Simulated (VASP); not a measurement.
A run of VASP 6.6.1 is set up as follows.

The input INCAR:

```
ALGO     = Normal         # electronic algorithm
EDIFF    = 1E-6           # SCF threshold, eV
ENCUT    = 520            # plane-wave cutoff, eV
GGA      = PE             # functional
ISIF     = 2              # what is computed and relaxed
ISMEAR   = 1              # smearing method
LASPH    = True           # aspherical terms in the spheres
LCHARG   = False          # write CHGCAR
LREAL    = False          # projectors in reciprocal space
LWAVE    = False          # write WAVECAR
NBANDS   = 16             # bands
NELM     = 60             # most SCF steps
PREC     = Accurate       # precision mode
SIGMA    = 0.1            # smearing width, eV
```

File KPOINTS:

```
k-points
0
Gamma
  15 15 4
```

POSCAR

```
C
1.0
    2.4665665061      0.0000000000      0.0000000000
   -1.2332832531      2.1361092544      0.0000000000
    0.0000000000      0.0000000000      8.5267424969
C
4
Direct
    1.0000000000      1.0000000000      0.2500000000
    0.0000000000      0.0000000000      0.7500000000
    0.3333333333      0.6666666667      0.2500000000
    0.6666666667      0.3333333333      0.7500000000
```

Potentials or basis: VASP PAW PBE potentials, release 64 (C).

Launch:

```sh
$ cat potpaw_PBE.64/C/POTCAR > POTCAR
$ mpirun -np 1 vasp_std > vasp.out
```

(1) Predict the band gap on the k mesh.

(2) Estimate the pressure.

Results:

(1) zero (filled and empty bands touch).

(2) 0.4 GPa.

Caveat: this functional lacks dispersion, which binds the layers, so the pressure and a relaxed spacing across them are unreliable.
